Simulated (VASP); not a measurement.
Runs of VASP 6.6.1 on SrO. The structure is that of space group Fm-3m (No. 225), or close to it. The cells are those of the table. 

```tsv
task	level	spin	cell	k mesh	cutoff (eV)	smearing	grid for exact exchange (PRECFOCK)	share of exact exchange	gap on the mesh (eV)	pressure (GPa)
dielectric tensor	r2SCAN	off	a = 3.649 Å, angles 60.0°, 2 atoms	8 × 8 × 8	520	gaussian 0.01 eV	-	-	3.75	-
relaxation of cell and atoms	r2SCAN	off	relaxed from a = 3.673 Å, angles 60.0°, 2 atoms	8 × 8 × 8	600	fermi-dirac 0.02 eV	-	-	3.75	0.0
single point	r2SCANh	off	a = 3.649 Å, angles 60.0°, 2 atoms	6 × 6 × 6	520	gaussian 0.01 eV	Normal	0.1	(a)	0.0
single point	PBE	non-collinear, zero start, SOC	a = 3.649 Å, angles 60.0°, 2 atoms	8 × 8 × 8	520	gaussian 0.01 eV	-	-	-	2.4
```

Alike in all rows: potentials or basis VASP PAW PBE potentials, release 64 (Sr_sv, O).

Q: Fill in the values left out.

A: (a) 4.56.

Caveats: the PAW data sets were made with another functional, which shifts forces and pressure a little (at least some runs).

A k mesh can miss the band edges, and rows without SOC leave out spin-orbit coupling on Sr.
